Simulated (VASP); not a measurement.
# Rh (Immm) in VASP: a series of runs

Rh is run at these levels: PBE; tasks: single point.

Program: VASP 6.6.1. These are calculated values, not measurements. Logs are shortened: lines on timing, memory, paths and dates and some standing lists are left out, and cuts for length are marked.

## 1. The cell of the first run

The structure is orthorhombic, space group Immm (No. 71). Conventional cell: a = 2.410 Å, b = 3.223 Å, c = 3.830 Å, α = 90.00°, β = 90.00°, γ = 90.00°. Within 3.2 Å of Rh (site symmetry mmm) lie 10 Rh at 2.41 to 2.78 Å.

## 2. Single point, PBE

File INCAR:

```
ALGO = Fast
EDIFF = 1E-6
ENCUT = 520
GGA = PE
ISIF = 2
ISMEAR = 0
LASPH = True
LCHARG = False
LREAL = False
LWAVE = False
NBANDS = 14
NELM = 60
PREC = Accurate
SIGMA = 0.15
```

File KPOINTS:

```
k-points
0
Gamma
  20 20 20
```

File POSCAR:

```
Rh
1.0
   -0.2872578633      1.9916545190      1.9150524221
    1.9916545190     -0.2872578633      1.9150524221
    1.7043966557      1.7043966557      0.0000000000
Rh
1
Direct
    0.0000000000      0.0000000000      0.0000000000
```

Potentials or basis: VASP PAW PBE potentials, release 64 (Rh_pv).

Launch:

```bash
cat potpaw_PBE.64/Rh_pv/POTCAR > POTCAR
mpirun -np 1 vasp_std > vasp.out
```

OUTCAR:

```text
EDIFF = 1E-6
   ENCUT = 520
   GGA = PE
   ISIF = 2
   ISMEAR = 0
   LASPH = True
   LREAL = False
   NELM = 60
   PREC = Accurate

 ion  position               nearest neighbor table
   1  0.000  0.000  0.000-

  LATTYP: Found a body centered orthorhombic cell.
 ALAT       =     2.4103808662
 B/A-ratio  =     1.3370786517
 C/A-ratio  =     1.5890040026

  Lattice vectors:

 A1 = (   0.2872578633,  -1.9916545190,  -1.9150524221)
 A2 = (  -0.2872578633,   1.9916545190,  -1.9150524221)
 A3 = (   1.9916545190,  -0.2872578633,   1.9150524221)

Analysis of symmetry for initial positions (statically):
=====================================================================
 Subroutine PRICEL returns:
 Original cell was already a primitive cell.

 Routine SETGRP: Setting up the symmetry group for a
 body centered orthorhombic supercell.

 Subroutine GETGRP returns: Found  8 space group operations
 (whereof  8 operations were pure point group operations)
 out of a pool of  8 trial point group operations.

The static configuration has the point symmetry D_2h.

Analysis of symmetry for dynamics (positions and initial velocities):
=====================================================================
 Subroutine PRICEL returns:
 Original cell was already a primitive cell.

 Routine SETGRP: Setting up the symmetry group for a
 body centered orthorhombic supercell.

 Subroutine GETGRP returns: Found  8 space group operations
 (whereof  8 operations were pure point group operations)
 out of a pool of  8 trial point group operations.

The dynamic configuration has the point symmetry D_2h.

 Subroutine INISYM returns: Found  8 space group operations
 (whereof  8 operations are pure point group operations),
 and found     1 'primitive' translations

----------------------------------------------------------------------------------------

                                     Primitive cell

  volume of cell :      14.8768

  direct lattice vectors                    reciprocal lattice vectors
    -0.287257863  1.991654519  1.915052422    -0.219402906  0.219402906  0.261089459
     1.991654519 -0.287257863  1.915052422     0.219402906 -0.219402906  0.261089459
     1.704396656  1.704396656  0.000000000     0.293358942  0.293358942 -0.261089459

  length of vectors
     2.777882392  2.777882392  2.410380866     0.405515691  0.405515691  0.490190415

  position of ions in fractional coordinates (direct lattice)
     0.000000000  0.000000000  0.000000000

  ion indices of the primitive-cell ions
   primitive index   ion index
                 1           1

----------------------------------------------------------------------------------------

 KPOINTS: k-points

Automatic generation of k-mesh.
 Grid dimensions read from file:
 generate k-points for:   20   20   20

 Generating k-lattice:

  Cartesian coordinates                     Fractional coordinates (reciprocal lattice)
    -0.010970145  0.010970145  0.013054473     0.050000000  0.000000000  0.000000000
     0.010970145 -0.010970145  0.013054473     0.000000000  0.050000000  0.000000000
     0.014667947  0.014667947 -0.013054473     0.000000000  0.000000000  0.050000000

  Length of vectors
     0.020275785  0.020275785  0.024509521

  Shift w.r.t. Gamma in fractional coordinates (k-lattice)
     0.000000000  0.000000000  0.000000000

 Subroutine IBZKPT returns following result:
 ===========================================

 Found   1166 irreducible k-points:

 Following reciprocal coordinates:
            Coordinates               Weight
  0.000000  0.000000  0.000000      1.000000
  0.050000  0.000000  0.000000      4.000000
  0.100000  0.000000  0.000000      4.000000
  0.150000  0.000000  0.000000      4.000000
  0.200000  0.000000  0.000000      4.000000
  0.250000  0.000000  0.000000      4.000000
[... 16 lines left out ...]
 -0.400000  0.050000  0.000000      4.000000
 -0.350000  0.050000  0.000000      4.000000
 [... further k-points ...]
   k-points           NKPTS =   1166   k-points in BZ     NKDIM =   1166   number of bands    NBANDS=     14
   number of dos      NEDOS =    301   number of ions     NIONS =      1
   total plane-waves  NPLWV =  10368
   dimension x,y,z NGX =    24 NGY =   24 NGZ =   18
   dimension x,y,z NGXF=    48 NGYF=   48 NGZF=   36
   ions per type =               1
   NGX,Y,Z   is equivalent  to a cutoff of  14.36, 14.36, 12.41 a.u.
   NGXF,Y,Z  is equivalent  to a cutoff of  28.73, 28.73, 24.83 a.u.
 SYSTEM =  unknown system
   PREC   = accura    normal or accurate (medium, high low for compatibility)
   ISTART =      0    job   : 0-new  1-cont  2-samecut
   ICHARG =      2    charge: 1-file 2-atom 10-const
   ISPIN  =      1    spin polarized calculation?
   LNONCOLLINEAR =      F non collinear calculations
   LSORBIT =      F    spin-orbit coupling
   LASPH  =      T    aspherical Exc in radial PAW
   ENCUT  =  520.0 eV  38.22 Ry    6.18 a.u.   5.17  5.17  4.48*2*pi/ulx,y,z
   NELM   =     60;   NELMIN=  2; NELMDL= -5     # of ELM steps
   EDIFF  = 0.1E-05   stopping-criterion for ELM
   LREAL  =      F    real-space projection
   EDIFFG = 0.1E-04   stopping-criterion for IOM
   NSW    =      0    number of steps for IOM
   IBRION =     -1    ionic relax: 0-MD 1-quasi-New 2-CG
   NFREE  =      0    steps in history (QN), initial steepest desc. (CG)
   ISIF   =      2    stress and relaxation
   ISYM   =      2    0-nonsym 1-usesym 2-fastsym
   POTIM  = 0.5000    time-step for ionic-motion
   TEBEG  =    0.0;   TEEND  =   0.0 temperature during run
   PSTRESS=    0.0 pullay stress
   NELECT =      15.0000    total number of electrons
   NUPDOWN=      -1.0000    fix difference up-down
   EMIN   =  10.00;   EMAX   =-10.00  energy-range for DOS
   EFERMI =   0.00;   METHOD = LEGACY
   ISMEAR =     0;   SIGMA  =   0.15  broadening in eV -4-tet -1-fermi 0-gaus
   EFERMI_NEDOS =   21; number of points for ismear=-14 and -15
   IALGO  =     68    algorithm
   IMIX   =      4    mixing-type and parameters
     AMIX     =   0.40;   BMIX     =  1.00
     AMIX_MAG =   1.60;   BMIX_MAG =  1.00
  volume/ion in A,a.u.               =      14.88       100.39
  Fermi-wavevector in a.u.,A,eV,Ry     =   1.641606  3.102186 36.665936  2.694870
  Thomas-Fermi vector in A             =   2.732048
   LORBIT       =      0    0 simple, 1 ext, 2 COOP (PROOUT), +10 PAW based schemes
   GGA     = PE    functional components
   LHFCALC =     F    Hartree Fock is set to
   AEXX    =    0.0000 exact exchange contribution
   IVDW    =     0    specifies the selected vdW correction
   LEPSILON=     F    determine dielectric tensor
   LRPA    =     F    only Hartree local field effects (RPA)
 non-spin polarized calculation
 RMM-DIIS sequential band-by-band and
 Gauss-broadening in eV      SIGMA  =   0.15
  energy-cutoff  :      520.00
  volume of cell :       14.88
 maximum number of plane-waves:       416
 NGX is ok and might be reduce to    24
   NGX = 11   NGY = 11   NGZ =  9

 number of electron      14.9999998 magnetization

 Free energy of the ion-electron system (eV)
  ---------------------------------------------------
  ext. energy  EPLUGINS =         0.00000000
  ---------------------------------------------------
  free energy    TOTEN  =        -6.74949364 eV

  energy without entropy =       -6.72846129  energy(sigma->0) =       -6.73897747

 E-fermi :  10.4077     XC(G=0): -13.4620

 val. band max:       10.4072008046   @ k =  -0.1000   0.1000   0.0000
 cond. band min:      10.4091273089   @ k =  -0.2000   0.3000   0.2000
 fundamental gap:      0.0019265043
 Fermi energy:        10.4076689506

 k-point     1 :       0.0000    0.0000    0.0000
  band No.  band energies     occupation
      1     -35.6383      2.00000
      2     -35.6337      2.00000
      3     -35.6321      2.00000
      4       3.1884      2.00000
      5       6.4038      2.00000
      6       6.4746      2.00000
      7       9.5105      2.00000
      8      10.0796      1.99802
      9      10.4283      0.84612
     10      25.7489      0.00000
     11      27.5345      0.00000
     12      31.4315      0.00000
     13      33.4192      0.00000
     14      36.0114      0.00000

 k-point     2 :       0.0500    0.0000    0.0000
  band No.  band energies     occupation
      1     -35.6482      2.00000
      2     -35.6349      2.00000
      3     -35.6336      2.00000
      4       3.2626      2.00000
      5       6.3919      2.00000
      6       6.4993      2.00000
      7       9.5301      2.00000
      8      10.0874      1.99747
      9      10.3973      1.07769
     10      25.7621      0.00000
     11      27.4017      0.00000
     12      31.4312      0.00000
     13      33.2132      0.00000
     14      36.3180      0.00000

 k-point     3 :       0.1000    0.0000    0.0000
  band No.  band energies     occupation
      1     -35.6814      2.00000
      2     -35.6377      2.00000
      3     -35.6337      2.00000
      4       3.4758      2.00000
      5       6.3606      2.00000
      6       6.5765      2.00000
      7       9.5747      2.00000
      8      10.1238      1.99256
      9      10.3116      1.63501
     10      25.6105      0.00000
     11      27.1708      0.00000
     12      31.4310      0.00000
     13      33.0017      0.00000
     14      36.4243      0.00000
[... 324 lines left out ...]
 k-point    23 :      -0.4000    0.0500    0.0000
  band No.  band energies     occupation
      1     -36.0555      2.00000
      2     -35.6861      2.00000
      3     -35.6285      2.00000
      4       4.7414      2.00000
      5       6.6402      2.00000
      6       9.1506      2.00000
      7       9.4533      2.00000
      8      10.2081      1.94010
      9      11.3626      0.00000
     10      17.8909      0.00000
     11      27.2772      0.00000
     12      31.0056      0.00000
     13      31.4315      0.00000
     14      36.2272      0.00000

 k-point    24 :      -0.3500    0.0500    0.0000
  band No.  band energies     occupation
      1     -36.0061      2.00000
      2     -35.6795      2.00000
      3     -35.6320      2.00000
      4       4.7503      2.00000
      5       6.5806      2.00000
      6       8.5511      2.00000
      7       9.4932      2.00000
      8      10.0362      1.99954
      9      11.1412      0.00000
     10      19.1423      0.00000
     11      27.3714      0.00000
     12      31.4261      0.00000
     13      31.4733      0.00000
     14      35.8476      0.00000

 [... further k-points ...]
[... 5 lines left out ...]
  --------------------------------------------------------------------------------------
  -------------------------------------------------------------------------------------
  Total        1.2803138      1.2803138     -1.3645612      3.1945379      0.0000000      0.0000000
  in kB      137.8853256    137.8853256   -146.9584715    344.0405744      0.0000000      0.0000000
  external PRESSURE =      42.9373932 kB  Pullay stress =       0.0000000 kB

 VOLUME and BASIS-vectors are now :
 -----------------------------------------------------------------------------
  energy-cutoff  :      520.00
  volume of cell :       14.88
      direct lattice vectors                 reciprocal lattice vectors
    -0.287257863  1.991654519  1.915052422    -0.219402906  0.219402906  0.261089459
     1.991654519 -0.287257863  1.915052422     0.219402906 -0.219402906  0.261089459
     1.704396656  1.704396656  0.000000000     0.293358942  0.293358942 -0.261089459

 POSITION                                       TOTAL-FORCE (eV/Angst)
 -----------------------------------------------------------------------------------
      0.00000      0.00000      0.00000        -0.000000     -0.000000      0.000000
 -----------------------------------------------------------------------------------
    total drift:                               -0.000000      0.000000      0.000000

  FREE ENERGIE OF THE ION-ELECTRON SYSTEM (eV)
  ---------------------------------------------------
  free  energy   TOTEN  =        -6.7494936428 eV

  energy  without entropy=       -6.7284612939  energy(sigma->0) =       -6.73897747
```

Run time: 5.1 min. Hardware: 1 thread of AMD EPYC 7R43 (Zen 3), shared host; peak memory 0.28 GiB.

Results:

```yaml
Free_energy: -6.7495 eV
Pressure: 4.3 GPa
```

Stress tensor (GPa, compression positive):
```
 13.79  34.40   0.00
 34.40  13.79   0.00
  0.00   0.00 -14.70
```

Levels at points of the mesh, in eV from the Fermi level:
| k point | band 4 | band 5 | band 6 | band 7 | band 8 | band 9 | band 10 | band 11 |
| --- | --- | --- | --- | --- | --- | --- | --- | --- |
| (0.00, 0.00, 0.00) | -7.22 | -4.00 | -3.93 | -0.90 | -0.33 | 0.02 | 15.34 | 17.13 |
| (0.50, 0.00, 0.00) | -5.72 | -3.71 | -1.03 | -0.62 | -0.08 | 1.16 | 6.30 | 16.89 |
| (0.50, 0.50, 0.00) | -5.96 | -5.24 | 0.95 | 1.12 | 1.22 | 3.72 | 7.95 | 11.99 |
| (0.00, 0.00, 0.50) | -5.47 | -4.26 | -1.41 | 0.30 | 1.37 | 2.62 | 10.52 | 14.69 |
| (0.50, 0.00, 0.50) | -5.56 | -5.21 | -0.14 | 0.66 | 1.58 | 3.65 | 11.84 | 13.49 |

## 3. Single point, PBE

This run uses another cell than the first one, of 15.05 Å³/atom, 1.012 times its volume.

File INCAR:

```
SYSTEM = Rh
  PREC = Accurate
  ENCUT = 520
  EDIFF = 1E-6
  ISMEAR = 0
  SIGMA = 0.15
  LREAL = .False.
  LASPH = .True.
  NELM = 80
  ALGO = Fast
  ISIF = 2
  LWAVE = .False.
  LCHARG = .False.
  GGA = PE
  NBANDS = 14
```

File KPOINTS:

```
regular mesh
0
Gamma
  20 20 20
  0 0 0
```

File POSCAR:

```
Rh
1.0
   -0.1915052422      1.9916545190      1.9150524221
    1.9916545190     -0.1915052422      1.9150524221
    1.8001492768      1.8001492768      0.0000000000
Rh
1
Direct
    0.0000000000      0.0000000000      0.0000000000
```

Potentials or basis: VASP PAW PBE potentials, release 64 (Rh_pv).

Launch:

```bash
cat potpaw_PBE.64/Rh_pv/POTCAR > POTCAR
mpirun -np 1 vasp_std > vasp.out
```

Run time: 4.5 min. Hardware: 1 thread of AMD EPYC 7R43 (Zen 3), shared host; peak memory 0.28 GiB.

The run converged. Its results:

- Free energy: -7.0087 eV
- Pressure: -7.5 GPa

Stress tensor (GPa, compression positive):
```
 -4.09  21.71   0.00
 21.71  -4.09   0.00
  0.00   0.00 -14.19
```

Levels at points of the mesh, in eV from the Fermi level:
| k point | band 5 | band 6 | band 7 | band 8 | band 9 | band 10 |
| --- | --- | --- | --- | --- | --- | --- |
| (0.00, 0.00, 0.00) | -3.55 | -3.17 | -1.58 | -0.71 | -0.20 | 15.72 |
| (0.50, 0.00, 0.00) | -3.25 | -1.70 | -0.27 | 0.20 | 0.92 | 6.69 |
| (0.50, 0.50, 0.00) | -5.17 | 0.69 | 0.94 | 1.11 | 3.73 | 9.25 |
| (0.00, 0.00, 0.50) | -3.77 | -1.74 | 0.41 | 1.09 | 1.94 | 9.39 |
| (0.50, 0.00, 0.50) | -5.09 | 0.05 | 0.85 | 1.28 | 3.26 | 11.25 |
